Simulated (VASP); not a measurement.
## Sb: single point with PBEsol

Sb:

```
Sb
1.0
     3.47007    0.00000    0.00000
    -1.73504    3.00517    0.00000
     0.00000    0.00000    5.33000
Sb
2
Cartesian
  0.0000 2.0034 1.3325
  1.7350 1.0017 3.9975
```

This cell differs from its parent crystal: equal xx and yy strain of +3 %.

```
Program                : VASP 6.6.1
Task                   : single point
Functional             : PBEsol
Potentials or basis    : VASP PAW PBE potentials, release 64 (Sb)
Cutoff                 : 520 eV
k mesh                 : 12 × 12 × 7
Occupations            : fermi-dirac, width 0.05 eV
Spin                   : no spin polarisation
Dipole correction      : no
Further INCAR settings : ALGO = Normal; EDIFF = 1e-06; NBANDS = 12
```

```yaml
Pressure: -3.7 GPa
Band_gap_on_the_k_mesh: zero (band 5 reaches 11.43 eV, above the bottom of band 6 at 5.29 eV)
```

Stress tensor (GPa, compression positive):
```
-3.76  0.00  0.00
 0.00 -3.76  0.00
 0.00  0.00 -3.66
```

Levels at points of the mesh, in eV from the Fermi level:
| k point | band 3 | band 4 | band 5 | band 6 | band 7 | band 8 |
| --- | --- | --- | --- | --- | --- | --- |
| (0.00, 0.00, 0.00) | -5.50 | 2.79 | 2.79 | 4.57 | 4.57 | 5.91 |
| (0.50, 0.00, 0.00) | -3.97 | -2.51 | -2.24 | -0.09 | -0.08 | 3.56 |

Wall time 20 s on 1 thread of Intel(R) Xeon(R) Platinum 8488C (Sapphire Rapids), with other jobs on the host, peak memory 0.2 GiB.

Caveat: the cell differs from its parent crystal (equal xx and yy strain of +3 %); the PAW data sets were made with another functional, which shifts forces and pressure a little; spin-orbit coupling is left out, which moves the levels of the heavy elements.
